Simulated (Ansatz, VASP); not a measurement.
**Two plane-wave programs on BiN**

```
Bi N
1.0
     0.00000    3.35990    3.35990
     3.35990    0.00000    3.35990
     3.35990    3.35990    0.00000
Bi N
2 2
Direct
  0.00000 0.00000 0.00000
  0.25000 0.25000 0.25000
  0.75000 0.75000 0.75000
  0.50000 0.50000 0.50000
```

Alike in both runs: functional PBE; k mesh 3 × 3 × 3; occupations gaussian, width 0.15 eV; no spin polarisation.

Ansatz relaxed the structure, and its values are those at the end. VASP's run is a single point on that final structure, the one shown.

|  | VASP | Ansatz |
| --- | --- | --- |
| version | VASP 6.6.1 | Ansatz 0.2.0 |
| potentials or method | VASP PAW PBE potentials, release 64 (Bi_d, N), cutoff 600 eV | scalar-relativistic, plane waves, PAW |
| valence electrons in the cell | 40 | 40 |

Ansatz gave:

* gap on the k mesh at the Fermi level (eV): none
* pressure (GPa): -0.4

Task: What did VASP give for the same quantities?

Result: gap on the k mesh at the Fermi level (eV): none; pressure (GPa): -0.6.

A gap of «none» marks a metal or a gap that the smearing closes.

The k mesh is coarse, so the values compare programs but aren't converged. Spin-orbit coupling is off throughout.
